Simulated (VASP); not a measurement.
A run of VASP 6.6.1 is set up as follows.

INCAR

```
SYSTEM = CoO
PREC = Accurate
ENCUT = 520
EDIFF = 1E-6
ISMEAR = 0
SIGMA = 0.01
LREAL = .False.
LASPH = .True.
NELM = 150
ALGO = Normal
ISIF = 2
LWAVE = .False.
LCHARG = .False.
ISPIN = 2
MAGMOM = -2.32 2.32 0.17 -0.17
LORBIT = 11
LMAXMIX = 4
GGA = PE
NBANDS = 27
```

File KPOINTS:

```
regular mesh
0
Gamma
  12 12 8
  0 0 0
```

POSCAR

```
CoO
1.0
    3.1515494457      0.0000000000      0.0000000000
   -1.5757747229      2.7293218813      0.0000000000
    0.0000000000      0.0000000000      5.3942720825
Co O
2 2
Direct
   -0.0000000007      0.0000000007      0.0082965844
    0.3333333319      0.6666666681      0.5082968113
    0.0000000089     -0.0000000089      0.3667040277
    0.3333333266      0.6666666734      0.8667035766
```

Potentials or basis: VASP PAW PBE potentials, release 64 (Co, O).

Launch:

```sh
$ cat potpaw_PBE.64/Co/POTCAR potpaw_PBE.64/O/POTCAR > POTCAR
$ mpirun -np 1 vasp_std > vasp.out
```

Problem. What does it give for the largest force?

Solution. 0.078 eV/Å.

Problem. Estimate the band gap on the k mesh.

Solution. 0.16 eV (least direct gap 0.25 eV).

Problem. Predict the pressure.

Solution. -1.9 GPa.

Problem. Estimate the net moment.

Solution. 0.00 μB per cell.

Stress tensor (GPa, compression positive):
```
-0.38  0.00  0.00
 0.00 -0.38  0.00
 0.00  0.00 -5.04
```

Caveat: the cell differs from its parent crystal (uniaxial strain along c: +2.0 %); semilocal functionals underestimate gaps, and a narrow one can read as zero. A k mesh can miss the band edges.
